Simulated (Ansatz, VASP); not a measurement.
One calculation of TiAl3Ni2, two programs

INCAR

```
SYSTEM = TiAl3Ni2
  PREC = Accurate
  ENCUT = 600
  EDIFF = 1E-6
  ISMEAR = 0
  SIGMA = 0.1
  LREAL = .FALSE.
  LASPH = .TRUE.
  NELM = 60
  ALGO = Fast
  ISIF = 3
  LWAVE = .FALSE.
  LCHARG = .FALSE.
  GGA = PE
  IBRION = 2
  NSW = 100
  EDIFFG = -0.01
```

File KPOINTS:

```
Automatic mesh
0
G
  14 14 4
  0 0 0
```

File POSCAR:

```
TiAl3Ni2
1.0
    2.8455970988      0.0000000000      0.0000000000
    0.0000000000      2.8455970988      0.0000000000
    0.0000000000      0.0000000000      9.9788653278
Ti Al Ni
1 3 2
Direct
    0.0000000000      0.0000000000      0.5000000000
    0.5000000000      0.5000000000      0.0000000000
    0.5000000000      0.5000000000      0.3001007284
    0.5000000000      0.5000000000      0.6998992716
    0.0000000000      0.0000000000      0.8508660051
    0.0000000000      0.0000000000      0.1491339949
```

Input for Ansatz:

```yaml
crystal:
  lattice:
    - [2.8455970988, 0.0, 0.0]
    - [0.0, 2.8455970988, 0.0]
    - [0.0, 0.0, 9.9788653278]
  atoms:
    - { symbol: Ti, position: [0.0, 0.0, 0.5] }
    - { symbol: Al, position: [0.5, 0.5, 0.0] }
    - { symbol: Al, position: [0.5, 0.5, 0.3001007284] }
    - { symbol: Al, position: [0.5, 0.5, 0.6998992716] }
    - { symbol: Ni, position: [0.0, 0.0, 0.8508660051] }
    - { symbol: Ni, position: [0.0, 0.0, 0.1491339949] }
basis:
  ecutwfc: 420
kpoints:
  mp_grid: { grid: [14, 14, 4] }
hamiltonian:
  xc: pbe
scf:
  occupations: { method: gaussian, width: 0.1 }
output:
  forces: true
  stress: true
  eigenvalues: true
  write_density: true
  write_potential: true
  elf: true
  volumetric_format: npy
relax:
  adjacent_minimum: "off"
  f_tol: 0.01
  max_steps: 80
  cell: { stress_tol: 0.05 }
```

Alike in both runs: task relaxation of cell and atoms; functional PBE; k mesh 14 × 14 × 4; occupations gaussian, width 0.1 eV; no spin polarisation.

|  | VASP | Ansatz |
| --- | --- | --- |
| version | VASP 6.6.1 | Ansatz 0.2.0 |
| potentials or method | VASP PAW PBE potentials, release 64 (Ti_sv, Al, Ni), cutoff 600 eV | scalar-relativistic, plane waves, PAW |
| valence electrons in the cell | 41 | 57 |

Ansatz gave:

- gap on the k mesh at the Fermi level, each at its own relaxed structure (eV): none
- relaxed volume (Å³/atom): 13.47
- relaxed length of the cell vector where the two differ most in proportion (Å): 9.736

Question: Estimate VASP's values.

Answer: gap on the k mesh at the Fermi level, each at its own relaxed structure (eV): none; relaxed volume (Å³/atom): 13.46; relaxed length of the cell vector where the two differ most in proportion (Å): 9.728.

A gap of «none» marks a metal or a gap that the smearing closes. VASP's potentials hold 41 valence electrons a cell and Ansatz's 57, so a difference there can come from the potentials and not from the codes.
